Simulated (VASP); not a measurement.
# SnSe2 (P-3m1) in VASP: relaxation of cell and atoms with PBE+D3(BJ)

Aim: the relaxation of cell and atoms of SnSe2 with PBE+D3(BJ).

Everything below comes from runs of VASP 6.6.1. Logs are shortened: lines on timing, memory, paths and dates and some standing lists are left out, and cuts for length are marked.

## Step 1: The cell of the first run

Symmetry: P-3m1, No. 164, trigonal system. Conventional cell: a = 3.508 Å, b = 3.508 Å, c = 5.649 Å, α = 90.00°, β = 90.00°, γ = 120.00°. Within 3.3 Å of Sn (site symmetry -3m) lie 6 Se at 2.47 Å. Se (site symmetry 3m) has 3 Sn at 2.47 Å within 3.3 Å.

## Step 2: Relaxation of cell and atoms, PBE+D3(BJ), target pressure 25 GPa, at which the enthalpy is minimised

File INCAR:

```
PREC = Accurate ; ENCUT = 500
EDIFF = 1E-7 ; ISMEAR = 0
SIGMA = 0.05 ; LREAL = F
LASPH = T ; NELM = 120
ALGO = Normal ; ISIF = 3
LWAVE = F ; LCHARG = F
GGA = PE ; IVDW = 12
IBRION = 2 ; NSW = 80
EDIFFG = -0.002 ; PSTRESS = 250.0
GGA_COMPAT = F ; NELMIN = 4
```

File KPOINTS:

```
regular mesh
0
Gamma
  18 18 10
```

File POSCAR:

```
SnSe2
1.0
    3.5080880318      0.0000000000      0.0000000000
   -1.7540440159      3.0380933543      0.0000000000
    0.0000000000      0.0000000000      5.6492091974
Sn Se
1 2
Direct
    0.0000000000      0.0000000000      0.0000000000
    0.3333333333      0.6666666667      0.2500000000
    0.6666666667      0.3333333333      0.7500000000
```

Potentials or basis: VASP PAW PBE potentials, release 64 (Sn_d, Se).

On the command line:

```sh
$ cat potpaw_PBE.64/Sn_d/POTCAR potpaw_PBE.64/Se/POTCAR > POTCAR
$ mpirun -np 1 vasp_std > vasp.out
```

OUTCAR:

```text
PREC = Accurate
   ENCUT = 500
   EDIFF = 1E-7
   ISMEAR = 0
   LREAL = F
   LASPH = T
   NELM = 120
   ISIF = 3
   GGA = PE
   IVDW = 12
   IBRION = 2
   NSW = 80
   EDIFFG = -0.002
   PSTRESS = 250.0
   NELMIN = 4
 IVDW          = 12

 ion  position               nearest neighbor table
   1  0.000  0.000  0.000-   2 2.47   3 2.47   3 2.47   2 2.47   3 2.47   2 2.47
   2  0.333  0.667  0.250-   1 2.47   1 2.47   1 2.47
   3  0.667  0.333  0.750-   1 2.47   1 2.47   1 2.47

  LATTYP: Found a hexagonal cell.
 ALAT       =     3.5080880318
 C/A-ratio  =     1.6103384938

  Lattice vectors:

 A1 = (   3.5080880318,   0.0000000000,   0.0000000000)
 A2 = (  -1.7540440159,   3.0380933543,   0.0000000000)
 A3 = (   0.0000000000,   0.0000000000,   5.6492091974)

Analysis of symmetry for initial positions (statically):
=====================================================================
 Subroutine PRICEL returns:
 Original cell was already a primitive cell.

 Routine SETGRP: Setting up the symmetry group for a
 hexagonal supercell.

 Subroutine GETGRP returns: Found 12 space group operations
 (whereof 12 operations were pure point group operations)
 out of a pool of 24 trial point group operations.

The static configuration has the point symmetry D_3d.

Analysis of symmetry for dynamics (positions and initial velocities):
=====================================================================
 Subroutine PRICEL returns:
 Original cell was already a primitive cell.

 Routine SETGRP: Setting up the symmetry group for a
 hexagonal supercell.

 Subroutine GETGRP returns: Found 12 space group operations
 (whereof 12 operations were pure point group operations)
 out of a pool of 24 trial point group operations.

The dynamic configuration has the point symmetry D_3d.

 Subroutine INISYM returns: Found 12 space group operations
 (whereof 12 operations are pure point group operations),
 and found     1 'primitive' translations

----------------------------------------------------------------------------------------

                                     Primitive cell

  volume of cell :      60.2087

  direct lattice vectors                    reciprocal lattice vectors
     3.508088032  0.000000000  0.000000000     0.285055560  0.164576905  0.000000000
    -1.754044016  3.038093354  0.000000000     0.000000000  0.329153809  0.000000000
     0.000000000  0.000000000  5.649209197     0.000000000  0.000000000  0.177015926

  length of vectors
     3.508088032  3.508088032  5.649209197     0.329153809  0.329153809  0.177015926

  position of ions in fractional coordinates (direct lattice)
     0.000000000  0.000000000  0.000000000
     0.333333333  0.666666667  0.250000000
[... 83 lines left out ...]
   IBRION =      2    ionic relax: 0-MD 1-quasi-New 2-CG
   NFREE  =      1    steps in history (QN), initial steepest desc. (CG)
   ISIF   =      3    stress and relaxation
   ISYM   =      2    0-nonsym 1-usesym 2-fastsym
   POTIM  = 0.5000    time-step for ionic-motion
   TEBEG  =    0.0;   TEEND  =   0.0 temperature during run
   PSTRESS=  250.0 pullay stress
   NELECT =      26.0000    total number of electrons
   NUPDOWN=      -1.0000    fix difference up-down
   EMIN   =  10.00;   EMAX   =-10.00  energy-range for DOS
   EFERMI =   0.00;   METHOD = LEGACY
   ISMEAR =     0;   SIGMA  =   0.05  broadening in eV -4-tet -1-fermi 0-gaus
   EFERMI_NEDOS =   21; number of points for ismear=-14 and -15
   IALGO  =     38    algorithm
   IMIX   =      4    mixing-type and parameters
     AMIX     =   0.40;   BMIX     =  1.00
     AMIX_MAG =   1.60;   BMIX_MAG =  1.00
  volume/ion in A,a.u.               =      20.07       135.44
  Fermi-wavevector in a.u.,A,eV,Ry     =   1.237408  2.338362 20.832944  1.531178
  Thomas-Fermi vector in A             =   2.371976
   LORBIT       =      0    0 simple, 1 ext, 2 COOP (PROOUT), +10 PAW based schemes
   GGA     = PE    functional components
   LHFCALC =     F    Hartree Fock is set to
   AEXX    =    0.0000 exact exchange contribution
   IVDW    =    12    specifies the selected vdW correction
   LEPSILON=     F    determine dielectric tensor
   LRPA    =     F    only Hartree local field effects (RPA)
 conjugate gradient relaxation of ions
 non-spin polarized calculation
 Gauss-broadening in eV      SIGMA  =   0.05
  energy-cutoff  :      500.00
  volume of cell :       60.21
 maximum number of plane-waves:      1554
 NGX is ok and might be reduce to    28
   NGX = 13   NGY = 13   NGZ = 21

--------------------------------------- Ionic step        1  -------------------------------------------

 number of electron      26.0000004 magnetization

 Free energy of the ion-electron system (eV)
  ---------------------------------------------------
  ext. energy  EPLUGINS =         0.00000000
  ---------------------------------------------------
  free energy    TOTEN  =        -9.70664762 eV

  energy without entropy =       -9.70664762  energy(sigma->0) =       -9.70664762

------------------------ aborting loop because EDIFF is reached ----------------------------------------

 Edisp (eV)   -1.39528

 E8    (eV) :    -0.6086
[... 34 lines left out ...]
--------------------------------------- Ionic step        2  -------------------------------------------

 number of electron      26.0000000 magnetization

 E-fermi :   5.0167     XC(G=0):  -9.8493

 val. band max:        5.0089185896   @ k =   0.1667   0.0000   0.2000
 cond. band min:       5.0256613253   @ k =   0.1667   0.0000   0.1000
 fundamental gap:      0.0167427358
 Fermi energy:         5.0167144825

 k-point     1 :       0.0000    0.0000    0.0000
  band No.  band energies     occupation
      1     -16.4915      2.00000
      2     -16.4915      2.00000
      3     -16.4434      2.00000
      4     -16.4316      2.00000
      5     -16.4316      2.00000
      6      -9.0812      2.00000
[... 552 lines left out ...]
  energy  without entropy=      -12.4070132261  energy(sigma->0) =      -12.40701323

  enthalpy is  TOTEN    =        -2.2262611279 eV   P V=       10.1807520983

[... ionic steps 4 to 25 ...]

--------------------------------------- Ionic step       26  -------------------------------------------

 number of electron      25.9999993 magnetization

------------------------ aborting loop because EDIFF is reached ----------------------------------------
[... 81 lines left out ...]
--------------------------------------- Ionic step       28  -------------------------------------------

 number of electron      25.9999993 magnetization

 Free energy of the ion-electron system (eV)
  ---------------------------------------------------
  ext. energy  EPLUGINS =         0.00000000
  ---------------------------------------------------
  free energy    TOTEN  =       -10.35890870 eV

  energy without entropy =      -10.35824230  energy(sigma->0) =      -10.35857550

 E-fermi :   8.6531     XC(G=0): -11.0927

 val. band max:        8.6340188127   @ k =   0.1667   0.1111   0.2000
 cond. band min:       8.6651950496   @ k =   0.1667   0.0556   0.0000
 fundamental gap:      0.0311762369
 Fermi energy:         8.6531373806

 k-point     1 :       0.0000    0.0000    0.0000
  band No.  band energies     occupation
      1     -13.3996      2.00000
      2     -13.3996      2.00000
      3     -13.3438      2.00000
      4     -13.3109      2.00000
      5     -13.3109      2.00000
      6      -7.8850      2.00000
[... 509 lines left out ...]
  energy  without entropy=      -11.8375688769  energy(sigma->0) =      -11.83790208

  enthalpy is  TOTEN    =        -2.9031120600 eV   P V=        8.9351232154

 reached required accuracy - stopping structural energy minimisation
```

Wall time 64 min (1 thread of Intel Xeon Platinum 8488C (Sapphire Rapids), shared host); peak memory 0.48 GiB.

What came out:

```
Free energy                                                : -11.8382 eV
Relaxed volume                                             : 19.09 Å³/atom
Relaxed cell                                               : a = 3.574 Å, b = 3.574 Å, c = 5.176 Å, α = 90.00°, β = 90.00°, γ = 120.00°
Space group after relaxing (to 0.1 Å)                      : P-3m1 (No. 164)
Energy change on relaxing (the run minimises the enthalpy) : -245.4 meV/atom
Ionic steps                                                : 28
Pressure after relaxing                                    : 25.0 GPa
Band gap on the k mesh                                     : zero (bands 13 and 14 overlap by 1.56 eV)
Dispersion energy per atom                                 : -0.493 eV
```

Step by step:
| step | energy change (eV) | largest force (eV/Å) | pressure (GPa) | volume (Å³) |
| --- | --- | --- | --- | --- |
| 1 | 0.0000 | 4.3450 | 36.47 | 60.21 |
| 2 | -1.6441 | 0.9421 | -1.00 | 73.62 |
| 3 | -1.3051 | 1.4372 | 15.78 | 65.25 |
| 4 | -1.2578 | 1.5759 | 16.75 | 64.93 |
| 5 | -0.8964 | 0.8611 | 22.88 | 59.49 |
| 6 | -0.4436 | 0.4427 | 29.36 | 55.96 |
| 7 | -0.7459 | 0.6021 | 21.66 | 57.69 |
| 8 | -0.6619 | 0.2274 | 24.21 | 57.03 |
| 9 | -0.6277 | 0.1843 | 25.96 | 56.64 |
| 10 | -0.6033 | 0.1554 | 26.76 | 56.46 |
| 11 | -0.8387 | 0.1740 | 22.76 | 57.96 |
| 12 | -0.7350 | 0.1694 | 24.56 | 57.27 |
| 13 | -0.7322 | 0.0254 | 25.07 | 57.24 |
| 14 | -0.7323 | 0.0278 | 25.06 | 57.24 |
| 15 | -0.7410 | 0.0176 | 24.92 | 57.29 |
| 16 | -0.7481 | 0.0090 | 24.79 | 57.34 |
| 17 | -0.7442 | 0.0022 | 24.88 | 57.31 |
| 18 | -0.7415 | 0.0100 | 24.94 | 57.30 |
| 19 | -0.7359 | 0.0258 | 25.07 | 57.26 |
| 20 | -0.7400 | 0.0140 | 24.98 | 57.29 |
| 21 | -0.7390 | 0.0113 | 24.99 | 57.28 |
| 22 | -0.7359 | 0.0028 | 25.02 | 57.26 |
| 23 | -0.7348 | 0.0001 | 25.04 | 57.25 |
| 24 | -0.7373 | 0.0039 | 24.98 | 57.27 |
| 25 | -0.7359 | 0.0017 | 25.01 | 57.26 |
| 26 | -0.7364 | 0.0025 | 25.00 | 57.26 |
| 27 | -0.7363 | 0.0023 | 25.00 | 57.26 |
| 28 | -0.7363 | 0.0018 | 25.00 | 57.26 |

Final structure:
```cif
data_structure
_symmetry_space_group_name_H-M 'P 1'
_symmetry_Int_Tables_number 1
_cell_length_a 3.5742
_cell_length_b 3.5742
_cell_length_c 5.1758
_cell_angle_alpha 90.000
_cell_angle_beta 90.000
_cell_angle_gamma 120.000
_cell_volume 57.26
loop_
_atom_site_label
_atom_site_type_symbol
_atom_site_fract_x
_atom_site_fract_y
_atom_site_fract_z
_atom_site_occupancy
Sn1 Sn 0.00000 0.00000 0.00000 1
Se1 Se 0.33333 0.66667 0.30870 1
Se2 Se 0.66667 0.33333 0.69130 1
```

Caveat: the cell is relaxed towards a set pressure, so the run minimises the enthalpy, not the energy; spin-orbit coupling is left out, which moves the levels of the heavy elements.

The gap in the log of VASP goes by the Fermi energy; the results here count the filled bands.